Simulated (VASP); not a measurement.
Set up this calculation in VASP 6.6.1, as the native input.

| Property | Result |
| --- | --- |
| Task | single point |
| Functional | LDA |
| Potentials or basis | VASP PAW LDA potentials, release 64 (Hf_pv, P, Se) |
| Cutoff | 520 eV |
| k mesh | 5 × 5 × 2 |
| Occupations | fermi-dirac, width 0.1 eV |
| Spin | no spin polarisation |
| Dipole correction | no |
| Further INCAR settings | ALGO = Normal; EDIFF = 1e-06; NBANDS = 30 |

The structure of HfPSe lies in POSCAR:

```
HfPSe
1.0
    3.7043070000      0.0000000000      0.0000000000
    0.0000000000      3.7043070000      0.0000000000
    0.0000000000      0.0000000000      8.4903130000
Hf P Se
2 2 2
Direct
    0.0000000000      0.5000000000      0.2590000000
    0.5000000000      0.0000000000      0.7410000000
    0.0000000000      0.0000000000      0.0000000000
    0.5000000000      0.5000000000      0.0000000000
    0.0000000000      0.5000000000      0.6150000000
    0.5000000000      0.0000000000      0.3850000000
```

The input as run:

INCAR

```
ALGO = Normal
EDIFF = 1E-6
ENCUT = 520
ISIF = 2
ISMEAR = -1
LASPH = True
LCHARG = False
LREAL = False
LWAVE = False
NBANDS = 30
NELM = 80
PREC = Accurate
SIGMA = 0.1
```

KPOINTS

```
k-points
0
Gamma
  5 5 2
```

Potentials or basis: VASP PAW LDA potentials, release 64 (Hf_pv, P, Se).

Run with:

```console
$ cat potpaw_LDA.64/Hf_pv/POTCAR potpaw_LDA.64/P/POTCAR potpaw_LDA.64/Se/POTCAR > POTCAR
$ mpirun -np 1 vasp_std > vasp.out
```

It gave:

```
Pressure               : -14.3 GPa
Largest force          : 1.530 eV/Å
Band gap on the k mesh : zero (band 21 reaches 7.92 eV, above the bottom of band 22 at 6.37 eV)
```

Caveat: the k points lie up to 0.37 Å⁻¹ apart; spin-orbit coupling is left out, which moves the levels of the heavy elements; forces of over 1 eV/Å act on the atoms, so gaps and moduli don't describe the material at rest.

It took 68 s on 1 thread of AMD EPYC 7R13 (shared host), peak memory 0.17 GiB.
